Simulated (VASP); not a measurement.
# InP (I4/mmm) in VASP: notebook

The runs below take InP through single point, with PBEsol.

Program: VASP 6.6.1. These are calculated values, not measurements. Logs are shortened: lines on timing, memory, paths and dates and some standing lists are left out, and cuts for length are marked.

### Step 1. The cell of the first run

It takes space group I4/mmm (No. 139, tetragonal). Conventional cell: a = 4.532 Å, b = 4.532 Å, c = 4.532 Å, α = 90.00°, β = 90.00°, γ = 90.00°. Within 3.0 Å of In (site symmetry 4/mmm) lie 2 P at 2.27 Å. P (site symmetry 4/mmm) has 2 In at 2.27 Å within 3.0 Å.

### Step 2. Single point, PBEsol

Input file INCAR:

```
PREC = Accurate
ENCUT = 520
EDIFF = 1E-6
ISMEAR = 0
SIGMA = 0.15
LREAL = False
LASPH = True
NELM = 80
ALGO = Normal
ISIF = 2
LWAVE = False
LCHARG = False
GGA = PS
NBANDS = 16
```

Input file KPOINTS:

```
regular mesh
0
Gamma
  16 16 16
```

Input file POSCAR:

```
InP
1.0
    0.0000000000      3.2047904760      2.2657868665
    3.2047904760      0.0000000000      2.2657868665
    3.2047904760      3.2047904760      0.0000000000
In P
1 1
Direct
    0.0000000000      0.0000000000      0.0000000000
    0.5000000000      0.5000000000      0.5000000000
```

Potentials or basis: VASP PAW PBE potentials, release 64 (In_d, P).

Started as:

```bash
> cat potpaw_PBE.64/In_d/POTCAR potpaw_PBE.64/P/POTCAR > POTCAR
> mpirun -np 1 vasp_std > vasp.out
```

OUTCAR:

```text
PREC = Accurate
   ENCUT = 520
   EDIFF = 1E-6
   ISMEAR = 0
   LREAL = False
   LASPH = True
   NELM = 80
   ISIF = 2
   GGA = PS

 ion  position               nearest neighbor table
   1  0.000  0.000  0.000-   2 2.27   2 2.27   2 3.20   2 3.20   2 3.20   2 3.20
   2  0.500  0.500  0.500-   1 2.27   1 2.27   1 3.20   1 3.20   1 3.20   1 3.20

  LATTYP: Found a body centered tetragonal cell.
 ALAT       =     4.5322581557
 C/A-ratio  =     0.9998489886

  Lattice vectors:

 A1 = (   0.0000000000,  -3.2047904760,  -2.2657868665)
 A2 = (   0.0000000000,   3.2047904760,  -2.2657868665)
 A3 = (   3.2047904760,   0.0000000000,   2.2657868665)

Analysis of symmetry for initial positions (statically):
=====================================================================
 Subroutine PRICEL returns:
 Original cell was already a primitive cell.

 Routine SETGRP: Setting up the symmetry group for a
 body centered tetragonal supercell.

 Subroutine GETGRP returns: Found 16 space group operations
 (whereof 16 operations were pure point group operations)
 out of a pool of 16 trial point group operations.

The static configuration has the point symmetry D_4h.

Analysis of symmetry for dynamics (positions and initial velocities):
=====================================================================
 Subroutine PRICEL returns:
 Original cell was already a primitive cell.

 Routine SETGRP: Setting up the symmetry group for a
 body centered tetragonal supercell.

 Subroutine GETGRP returns: Found 16 space group operations
 (whereof 16 operations were pure point group operations)
 out of a pool of 16 trial point group operations.

The dynamic configuration has the point symmetry D_4h.

 Subroutine INISYM returns: Found 16 space group operations
 (whereof 16 operations are pure point group operations),
 and found     1 'primitive' translations

----------------------------------------------------------------------------------------

                                     Primitive cell

  volume of cell :      46.5424

  direct lattice vectors                    reciprocal lattice vectors
     0.000000000  3.204790476  2.265786867    -0.156016440  0.156016440  0.220673889
     3.204790476  0.000000000  2.265786867     0.156016440 -0.156016440  0.220673889
     3.204790476  3.204790476  0.000000000     0.156016440  0.156016440 -0.220673889

  length of vectors
     3.924853133  3.924853133  4.532258156     0.312056444  0.312056444  0.312056444

  position of ions in fractional coordinates (direct lattice)
     0.000000000  0.000000000  0.000000000
     0.500000000  0.500000000  0.500000000

  ion indices of the primitive-cell ions
   primitive index   ion index
                 1           1
                 2           2

----------------------------------------------------------------------------------------

 KPOINTS: regular mesh

Automatic generation of k-mesh.
 Grid dimensions read from file:
 generate k-points for:   16   16   16

 Generating k-lattice:

  Cartesian coordinates                     Fractional coordinates (reciprocal lattice)
    -0.009751027  0.009751027  0.013792118     0.062500000 -0.000000000  0.000000000
     0.009751027 -0.009751027  0.013792118    -0.000000000  0.062500000  0.000000000
     0.009751027  0.009751027 -0.013792118     0.000000000  0.000000000  0.062500000

  Length of vectors
     0.019503528  0.019503528  0.019503528

  Shift w.r.t. Gamma in fractional coordinates (k-lattice)
     0.000000000  0.000000000  0.000000000

 Subroutine IBZKPT returns following result:
 ===========================================

 Found    349 irreducible k-points:

 Following reciprocal coordinates:
            Coordinates               Weight
  0.000000  0.000000  0.000000      1.000000
  0.062500  0.000000  0.000000      8.000000
  0.125000  0.000000  0.000000      8.000000
  0.187500  0.000000  0.000000      8.000000
  0.250000  0.000000  0.000000      8.000000
  0.312500  0.000000  0.000000      8.000000
[... 16 lines left out ...]
 -0.125000  0.062500  0.000000      8.000000
 -0.062500  0.062500  0.000000      4.000000
 [... further k-points ...]
   k-points           NKPTS =    349   k-points in BZ     NKDIM =    349   number of bands    NBANDS=     16
   number of dos      NEDOS =    301   number of ions     NIONS =      2
   total plane-waves  NPLWV =  32400
   dimension x,y,z NGX =    30 NGY =   30 NGZ =   36
   dimension x,y,z NGXF=    60 NGYF=   60 NGZF=   72
   ions per type =               1   1
   NGX,Y,Z   is equivalent  to a cutoff of  12.71, 12.71, 13.21 a.u.
   NGXF,Y,Z  is equivalent  to a cutoff of  25.41, 25.41, 26.41 a.u.
 SYSTEM =  unknown system
   PREC   = accura    normal or accurate (medium, high low for compatibility)
   ISTART =      0    job   : 0-new  1-cont  2-samecut
   ICHARG =      2    charge: 1-file 2-atom 10-const
   ISPIN  =      1    spin polarized calculation?
   LNONCOLLINEAR =      F non collinear calculations
   LSORBIT =      F    spin-orbit coupling
   LASPH  =      T    aspherical Exc in radial PAW
   ENCUT  =  520.0 eV  38.22 Ry    6.18 a.u.   7.30  7.30  8.43*2*pi/ulx,y,z
   NELM   =     80;   NELMIN=  2; NELMDL= -5     # of ELM steps
   EDIFF  = 0.1E-05   stopping-criterion for ELM
   LREAL  =      F    real-space projection
   EDIFFG = 0.1E-04   stopping-criterion for IOM
   NSW    =      0    number of steps for IOM
   IBRION =     -1    ionic relax: 0-MD 1-quasi-New 2-CG
   NFREE  =      0    steps in history (QN), initial steepest desc. (CG)
   ISIF   =      2    stress and relaxation
   ISYM   =      2    0-nonsym 1-usesym 2-fastsym
   POTIM  = 0.5000    time-step for ionic-motion
   TEBEG  =    0.0;   TEEND  =   0.0 temperature during run
   PSTRESS=    0.0 pullay stress
   NELECT =      18.0000    total number of electrons
   NUPDOWN=      -1.0000    fix difference up-down
   EMIN   =  10.00;   EMAX   =-10.00  energy-range for DOS
   EFERMI =   0.00;   METHOD = LEGACY
   ISMEAR =     0;   SIGMA  =   0.15  broadening in eV -4-tet -1-fermi 0-gaus
   EFERMI_NEDOS =   21; number of points for ismear=-14 and -15
   IALGO  =     38    algorithm
   IMIX   =      4    mixing-type and parameters
     AMIX     =   0.40;   BMIX     =  1.00
     AMIX_MAG =   1.60;   BMIX_MAG =  1.00
  volume/ion in A,a.u.               =      23.27       157.04
  Fermi-wavevector in a.u.,A,eV,Ry     =   1.192750  2.253971 19.356375  1.422653
  Thomas-Fermi vector in A             =   2.328781
   LORBIT       =      0    0 simple, 1 ext, 2 COOP (PROOUT), +10 PAW based schemes
   GGA     = PS    functional components
   LHFCALC =     F    Hartree Fock is set to
   AEXX    =    0.0000 exact exchange contribution
   IVDW    =     0    specifies the selected vdW correction
   LEPSILON=     F    determine dielectric tensor
   LRPA    =     F    only Hartree local field effects (RPA)
 non-spin polarized calculation
 Gauss-broadening in eV      SIGMA  =   0.15
  energy-cutoff  :      520.00
  volume of cell :       46.54
 maximum number of plane-waves:      1268
 NGX is ok and might be reduce to    30

 number of electron      18.0000004 magnetization

 Free energy of the ion-electron system (eV)
  ---------------------------------------------------
  ext. energy  EPLUGINS =         0.00000000
  ---------------------------------------------------
  free energy    TOTEN  =        -7.36930081 eV

  energy without entropy =       -7.35877134  energy(sigma->0) =       -7.36403607

 E-fermi :   5.8684     XC(G=0):  -9.9910

 val. band max:        5.8618347931   @ k =  -0.3125   0.2500   0.0000
 cond. band min:       5.8714749976   @ k =   0.1875   0.0625   0.0000
 fundamental gap:      0.0096402045
 Fermi energy:         5.8683775764

 k-point     1 :       0.0000    0.0000    0.0000
  band No.  band energies     occupation
      1      -9.4331      2.00000
      2      -8.7231      2.00000
      3      -8.7231      2.00000
      4      -8.6138      2.00000
      5      -8.5402      2.00000
      6      -5.5317      2.00000
[... 8 lines left out ...]
     15      13.0206      0.00000
     16      13.5291      0.00000

 k-point     2 :       0.0625    0.0000    0.0000
  band No.  band energies     occupation
      1      -9.4228      2.00000
      2      -8.7223      2.00000
      3      -8.7220      2.00000
      4      -8.6123      2.00000
      5      -8.5409      2.00000
      6      -5.5023      2.00000
[... 8 lines left out ...]
     15      13.5780      0.00000
     16      13.9324      0.00000

 k-point     3 :       0.1250    0.0000    0.0000
  band No.  band energies     occupation
      1      -9.3937      2.00000
      2      -8.7201      2.00000
      3      -8.7199      2.00000
      4      -8.6072      2.00000
      5      -8.5429      2.00000
      6      -5.4138      2.00000
[... 8 lines left out ...]
     15      14.3572      0.00000
     16      14.6160      0.00000

 k-point     4 :       0.1875    0.0000    0.0000
  band No.  band energies     occupation
      1      -9.3507      2.00000
      2      -8.7186      2.00000
      3      -8.7173      2.00000
      4      -8.5974      2.00000
      5      -8.5457      2.00000
      6      -5.2654      2.00000
[... 8 lines left out ...]
     15      14.3043      0.00000
     16      15.7986      0.00000
[... 324 lines left out ...]
 k-point    22 :      -0.1875    0.0625    0.0000
  band No.  band energies     occupation
      1      -9.4056      2.00000
      2      -8.7131      2.00000
      3      -8.7123      2.00000
      4      -8.5989      2.00000
      5      -8.5446      2.00000
      6      -5.1578      2.00000
[... 8 lines left out ...]
     15      15.2480      0.00000
     16      16.0741      0.00000

 k-point    23 :      -0.1250    0.0625    0.0000
  band No.  band energies     occupation
      1      -9.4306      2.00000
      2      -8.7170      2.00000
      3      -8.7151      2.00000
      4      -8.6078      2.00000
      5      -8.5420      2.00000
      6      -5.3282      2.00000
[... 8 lines left out ...]
     15      14.9538      0.00000
     16      14.9894      0.00000

 k-point    24 :      -0.0625    0.0625    0.0000
  band No.  band energies     occupation
      1      -9.4370      2.00000
      2      -8.7204      2.00000
      3      -8.7192      2.00000
      4      -8.6118      2.00000
      5      -8.5407      2.00000
      6      -5.4439      2.00000
[... 8 lines left out ...]
     15      14.0230      0.00000
     16      14.4223      0.00000

 [... further k-points ...]

------------------------ aborting loop because EDIFF is reached ----------------------------------------

  FORCE on cell =-STRESS in cart. coord.  units (eV):
  Direction    XX          YY          ZZ          XY          YZ          ZX
  --------------------------------------------------------------------------------------
  -------------------------------------------------------------------------------------
  Total       -2.2239990     -2.2239990     11.9262119      0.0000000      0.0000000     -0.0000000
  in kB      -76.5591026    -76.5591026    410.5487829      0.0000000      0.0000000     -0.0000000
  external PRESSURE =      85.8101926 kB  Pullay stress =       0.0000000 kB

 VOLUME and BASIS-vectors are now :
 -----------------------------------------------------------------------------
  energy-cutoff  :      520.00
  volume of cell :       46.54
      direct lattice vectors                 reciprocal lattice vectors
     0.000000000  3.204790476  2.265786867    -0.156016440  0.156016440  0.220673889
     3.204790476  0.000000000  2.265786867     0.156016440 -0.156016440  0.220673889
     3.204790476  3.204790476  0.000000000     0.156016440  0.156016440 -0.220673889

 POSITION                                       TOTAL-FORCE (eV/Angst)
 -----------------------------------------------------------------------------------
      0.00000      0.00000      0.00000        -0.000000      0.000000     -0.000000
      3.20479      3.20479      2.26579         0.000000     -0.000000      0.000000
 -----------------------------------------------------------------------------------
    total drift:                               -0.000000      0.000000      0.000000

  FREE ENERGIE OF THE ION-ELECTRON SYSTEM (eV)
  ---------------------------------------------------
  free  energy   TOTEN  =        -7.3693008072 eV

  energy  without entropy=       -7.3587713373  energy(sigma->0) =       -7.36403607
```

Run time: 1.8 min. Hardware: 1 thread of Intel Xeon 6975P-C (Granite Rapids), shared host; peak memory 0.37 GiB.

What came out:

* Free energy: -7.3693 eV
* Pressure: 8.6 GPa
* Band gap on the k mesh: zero (bands 9 and 10 overlap by 2.62 eV)

Caveat: the stress differs along the axes, from -8 to 41 GPa; the PAW data sets were made with another functional, which shifts forces and pressure a little; spin-orbit coupling is left out, which moves the levels of the heavy elements.

### Step 3. Single point, PBEsol

This run uses another cell than the first one, of the same volume but with other edges.

Input file INCAR:

```
SYSTEM = InP
PREC     = Accurate       ! precision mode
ENCUT    = 520            ! plane-wave cutoff, eV
EDIFF    = 1E-7           ! SCF threshold, eV
ISMEAR   = 0              ! smearing method
SIGMA    = 0.15           ! smearing width, eV
LREAL    = .False.        ! projectors in reciprocal space
LASPH    = .True.         ! aspherical terms in the spheres
NELM     = 60             ! most SCF steps
ALGO     = Normal         ! electronic algorithm
ISIF     = 2              ! what is computed and relaxed
LWAVE    = .False.        ! write WAVECAR
LCHARG   = .True.         ! write CHGCAR
GGA      = PS             ! functional
LELF     = .True.         ! ELF
LVHAR    = .True.       
NBANDS   = 16             ! bands
```

Input file KPOINTS:

```
regular mesh
0
Gamma
  16 16 16
  0 0 0
```

Input file POSCAR:

```
InP
1.0
    0.0000000000      2.5436438865      3.5967124555
    2.5436438865      0.0000000000      3.5967124555
    2.5436438865      2.5436438865      0.0000000000
In P
1 1
Direct
    0.0000000000      0.0000000000      0.0000000000
    0.5000000000      0.5000000000      0.5000000000
```

Potentials or basis: VASP PAW PBE potentials, release 64 (In_d, P).

Started as:

```bash
> cat potpaw_PBE.64/In_d/POTCAR potpaw_PBE.64/P/POTCAR > POTCAR
> mpirun -np 1 vasp_std > vasp.out
```

Wall time 1.7 min (1 thread of Intel Xeon 6975P-C (Granite Rapids), shared host); peak memory 0.38 GiB.

The run converged. Its results:

| Item | Value |
| --- | --- |
| Free energy | -8.1525 eV |
| Pressure | 3.1 GPa |
| Band gap on the k mesh | zero (bands 9 and 10 overlap by 2.08 eV) |

Stress tensor (GPa, compression positive):
```
 7.95  0.00  0.00
 0.00  7.95  0.00
 0.00  0.00 -6.49
```

Levels at points of the mesh, in eV from the Fermi level:
```csv
k point,band 5,band 6,band 7,band 8,band 9,band 10,band 11,band 12,band 13,band 14
"(0.00, 0.00, 0.00)",-14.26,-11.71,-1.07,-1.07,-0.51,0.69,5.32,5.50,5.95,8.52
"(0.50, 0.00, 0.00)",-14.21,-10.07,-6.81,-0.66,0.97,1.20,4.13,4.49,6.02,10.02
"(0.50, 0.50, 0.00)",-14.23,-10.80,-4.37,-1.54,-1.54,0.10,4.89,7.26,10.92,10.92
"(0.50, 0.00, 0.50)",-14.11,-7.85,-4.92,-4.25,-3.07,-0.69,4.07,5.23,9.17,9.36
```

Caveat: the stress differs along the axes, from -6 to 8 GPa; the PAW data sets were made with another functional, which shifts forces and pressure a little; spin-orbit coupling is left out, which moves the levels of the heavy elements.

### Step 4. Single point, PBEsol

This run uses another cell than the first one, of the same volume but with other edges.

Input file INCAR:

```
SYSTEM = InP
ALGO     = Normal         ! electronic algorithm
EDIFF    = 1E-6           ! SCF threshold, eV
ENCUT    = 520            ! plane-wave cutoff, eV
GGA      = PS             ! functional
ISIF     = 2              ! what is computed and relaxed
ISMEAR   = 0              ! smearing method
LASPH    = .TRUE.         ! aspherical terms in the spheres
LCHARG   = .FALSE.        ! write CHGCAR
LREAL    = .FALSE.        ! projectors in reciprocal space
LWAVE    = .FALSE.        ! write WAVECAR
NBANDS   = 16             ! bands
NELM     = 100            ! most SCF steps
PREC     = Accurate       ! precision mode
SIGMA    = 0.15           ! smearing width, eV
```

Input file KPOINTS:

```
k-points
0
G
  16 16 16
  0 0 0
```

Input file POSCAR:

```
InP
1.0
    0.0000000000      3.0139298331      2.5618403581
    3.0139298331      0.0000000000      2.5618403581
    3.0139298331      3.0139298331      0.0000000000
In P
1 1
Direct
    0.0000000000      0.0000000000      0.0000000000
    0.5000000000      0.5000000000      0.5000000000
```

Started as:

```bash
> cat potpaw_PBE.64/In_d/POTCAR potpaw_PBE.64/P/POTCAR > POTCAR
> mpirun -np 1 vasp_std > vasp.out
```

It took 95 s on 1 thread of Intel Xeon 6975P-C (Granite Rapids), shared host; peak memory 0.37 GiB.

Results (log left out):

- Free energy: -8.4269 eV
- Pressure: -4.9 GPa
- Band gap on the k mesh: zero (bands 9 and 10 overlap by 2.77 eV)

Stress tensor (GPa, compression positive):
```
-9.74  0.00  0.00
 0.00 -9.74  0.00
 0.00  0.00  4.88
```

Levels at points of the mesh, in eV from the Fermi level:
```csv
k point,band 6,band 7,band 8,band 9,band 10,band 11,band 12,band 13
"(0.00, 0.00, 0.00)",-11.40,-1.31,0.00,0.23,0.23,6.49,6.49,6.84
"(0.50, 0.00, 0.00)",-9.70,-6.34,-0.16,0.22,1.91,2.74,4.67,5.12
"(0.50, 0.50, 0.00)",-8.11,-4.51,-3.16,-2.51,-2.51,3.49,8.62,8.62
"(0.50, 0.00, 0.50)",-9.17,-4.49,-2.77,-2.00,-0.95,4.31,7.16,8.73
```

Caveat: the stress differs along the axes, from -10 to 5 GPa; the PAW data sets were made with another functional, which shifts forces and pressure a little; spin-orbit coupling is left out, which moves the levels of the heavy elements.

(Continued in part 2 of 2.)

The gap in the log of VASP goes by the Fermi energy; the results here count the filled bands.